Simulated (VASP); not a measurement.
**Al: single point with PBE**

Crystal: Al.

```
Al
1.0
     4.63162    0.00000    0.00000
    -2.31581    4.01110    0.00000
     0.00000    0.00000    3.03643
Al
3
Direct
  0.50000 0.50000 0.33333
  0.50000 0.00000 0.00000
  0.00000 0.50000 0.66667
```

| Quantity | Value |
| --- | --- |
| Program | VASP 6.6.1 |
| Task | single point |
| Functional | PBE |
| Potentials or basis | VASP PAW PBE potentials, release 64 (Al) |
| Cutoff | 520 eV |
| k mesh | 6 × 6 × 6 |
| Occupations | gaussian, width 0.1 eV |
| Spin | no spin polarisation |
| Dipole correction | no |
| Further INCAR settings | ALGO = Normal; EDIFF = 1e-07; NBANDS = 12 |

```
Pressure : 8.0 GPa
```

Stress tensor (GPa, compression positive):
```
13.06  0.00  0.00
 0.00 13.06  0.00
 0.00  0.00 -2.21
```

Levels at points of the mesh, in eV from the Fermi level:
| k point | band 1 | band 2 | band 3 | band 4 | band 5 | band 6 | band 7 | band 8 | band 9 |
| --- | --- | --- | --- | --- | --- | --- | --- | --- | --- |
| (0.00, 0.00, 0.00) | -10.49 | -3.77 | -1.40 | -1.40 | -0.90 | -0.90 | 2.12 | 4.63 | 4.63 |
| (0.50, 0.00, 0.00) | -8.90 | -7.69 | -3.32 | -3.01 | 3.90 | 4.08 | 5.41 | 6.04 | 6.31 |
| (0.00, 0.00, 0.50) | -6.54 | -6.54 | -0.24 | -0.24 | 1.19 | 1.72 | 2.45 | 2.45 | 3.02 |
| (0.50, 0.00, 0.50) | -5.02 | -4.98 | -3.84 | -3.84 | -0.07 | 0.16 | 1.13 | 1.39 | 7.40 |

Wall time 6.2 s on 1 thread of Intel(R) Xeon(R) 6975P-C (Granite Rapids), on a shared host, peak memory 0.17 GiB.
